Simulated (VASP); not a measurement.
Set up this calculation in VASP 6.6.1, as the native input.

* Task: relaxation of cell and atoms
* Functional: LDA
* Potentials or basis: VASP PAW LDA potentials, release 64 (Pd)
* Cutoff: 500 eV
* k mesh: 8 × 8 × 8
* Occupations: fermi-dirac, width 0.1 eV
* Spin: no spin polarisation
* Dipole correction: no
* Further INCAR settings: ALGO = Normal; EDIFF = 1e-07; IBRION = 2; EDIFFG = -0.03; NSW = 80; ISIF = 3

The structure of Pd lies in POSCAR:

```
Pd
1.0
    1.5291663207      1.5291663207      1.5291663207
   -1.5291663207      1.5291663207      1.5291663207
   -1.5291663207     -1.5291663207      1.5291663207
Pd
1
Direct
    0.0000000000      0.0000000000      0.0000000000
```

The input as run:

INCAR

```
SYSTEM = Pd
PREC = Accurate
ENCUT = 500
EDIFF = 1E-7
ISMEAR = -1
SIGMA = 0.1
LREAL = .False.
LASPH = .True.
NELM = 120
ALGO = Normal
ISIF = 3
LWAVE = .False.
LCHARG = .False.
GGA = CA
IBRION = 2
NSW = 80
EDIFFG = -0.03
GGA_COMPAT = .False.
NELMIN = 4
```

KPOINTS

```
Automatic mesh
0
Gamma
  8 8 8
  0 0 0
```

Potentials or basis: VASP PAW LDA potentials, release 64 (Pd).

Launch:

```console
$ cat potpaw_LDA.64/Pd/POTCAR > POTCAR
$ mpirun -np 1 vasp_std > vasp.out
```

It gave:

| Item | Value |
| --- | --- |
| Pressure after relaxing | 0.3 GPa |
| Band gap on the k mesh | zero (band 5 reaches 10.79 eV, above the bottom of band 6 at 9.13 eV) |

Caveat: the k points lie up to 0.36 Å⁻¹ apart in the final cell; the relaxation stopped at its first step, so nothing moved.

Wall time 1.9 s on 1 thread of Intel(R) Xeon(R) 6975P-C (Granite Rapids) (shared host), peak memory 0.12 GiB.
